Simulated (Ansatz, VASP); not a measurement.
**HgSe: VASP beside Ansatz**

```
Hg Se
1.0
     4.42666    0.00000    0.00000
     0.00000    6.26024    0.00000
     0.00000    0.00000   23.85332
Hg Se
5 5
Direct
  0.50000 0.45045 0.33721
  0.00000 0.02208 0.40099
  0.50000 0.50370 0.49999
  0.00000 0.02201 0.59903
  0.50000 0.45056 0.66278
  0.00000 0.25366 0.30702
  0.50000 0.76975 0.40939
  0.00000 0.25426 0.50000
  0.50000 0.76976 0.59059
  0.00000 0.25376 0.69299
```

Alike in both runs: functional PBE; k mesh 8 × 6 × 1; occupations gaussian, width 0.1 eV; no spin polarisation.

Ansatz relaxed the structure, and its values are those at the end. VASP's run is a single point on that final structure, the one shown.

|  | VASP | Ansatz |
| --- | --- | --- |
| version | VASP 6.6.1 | Ansatz 0.2.0 |
| potentials or method | VASP PAW PBE potentials, release 64 (Hg, Se), cutoff 520 eV | scalar-relativistic, plane waves, PAW |
| valence electrons in the cell | 90 | 180 |

|  | VASP | Ansatz | Ansatz less VASP |
| --- | --- | --- | --- |
| gap on the k mesh at the Fermi level (eV) | 0.32 | 0.32 | +0.001 |
| least direct gap on the mesh (eV) | 0.32 | 0.32 | +0.001 |
| rms of the force components (eV/Å) | 0.015 | 0.005 | -0.0098 |

The functional is the same, so the differences come from potentials, cutoffs and numerics. VASP's potentials hold 90 valence electrons a cell and Ansatz's 180, so a difference there can come from the potentials and not from the codes. Ansatz's warnings: xc potential rough in thin density.

Neither program's run includes spin-orbit coupling.
